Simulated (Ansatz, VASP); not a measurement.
## Two plane-wave programs on Bi

```
Bi
1.0
     5.28637    0.00000    0.00000
    -2.64319    4.57813    0.00000
     0.00000    0.00000    6.85965
Bi
4
Direct
  0.00000 0.00000 0.25000
  0.00000 0.00000 0.75000
  0.33333 0.66667 0.75000
  0.66667 0.33333 0.25000
```

Alike in both runs: functional r2SCAN; k mesh 6 × 6 × 2; occupations gaussian, width 0.1 eV; no spin polarisation.

Ansatz relaxed the structure, and its values are those at the end. VASP's run is a single point on that final structure, the one shown.

|  | VASP | Ansatz |
| --- | --- | --- |
| version | VASP 6.6.1 | Ansatz 0.2.0 |
| potentials or method | VASP PAW PBE potentials, release 64 (Bi_d), cutoff 520 eV | scalar-relativistic, plane waves, PAW |
| valence electrons in the cell | 60 | 60 |

```tsv
	VASP	Ansatz	Ansatz less VASP
gap on the k mesh at the Fermi level (eV)	none	none	-
pressure (GPa)	0.1	0.2	+0.05
```

VASP's potentials were made for PBE, not for r2SCAN. A gap of «none» marks a metal or a gap that the smearing closes.

The k mesh is coarse, so the values compare programs but aren't converged. Spin-orbit coupling is off throughout.
